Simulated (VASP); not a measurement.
Y, 1 atom in the cell. Symmetry: Pm-3m, No. 221, cubic system. The conventional cell has a = 2.996 Å, b = 2.996 Å, c = 2.996 Å, α = 90.00°, β = 90.00°, γ = 90.00°. Y (site symmetry m-3m) has 6 Y at 3.00 Å within 3.9 Å. 

* Program: VASP 6.6.1
* Task: single point
* Functional: r2SCAN
* Potentials or basis: VASP PAW PBE potentials, release 64 (Y_sv)
* Cutoff: 520 eV
* k mesh: 7 × 7 × 7
* Occupations: fermi-dirac, width 0.05 eV
* Spin: no spin polarisation
* Dipole correction: no
* Further INCAR settings: ALGO = Normal; EDIFF = 1e-06; NBANDS = 12

Potentials or basis: VASP PAW PBE potentials, release 64 (Y_sv).

The run is started by

```console
$ cat potpaw_PBE.64/Y_sv/POTCAR > POTCAR
$ cp INCAR.step1 INCAR
$ mpirun -np 1 vasp_std > vasp.out
$ cp INCAR.step2 INCAR
$ mpirun -np 1 vasp_std > vasp.out
```

Hardware: 1 thread of Intel(R) Xeon(R) Platinum 8488C (Sapphire Rapids), on a shared host.

Task: Estimate the wall time of this run.

Result: Wall time 23 s on 1 thread of Intel(R) Xeon(R) Platinum 8488C (Sapphire Rapids), on a shared host, peak memory 0.15 GiB. Counts: k points 20.
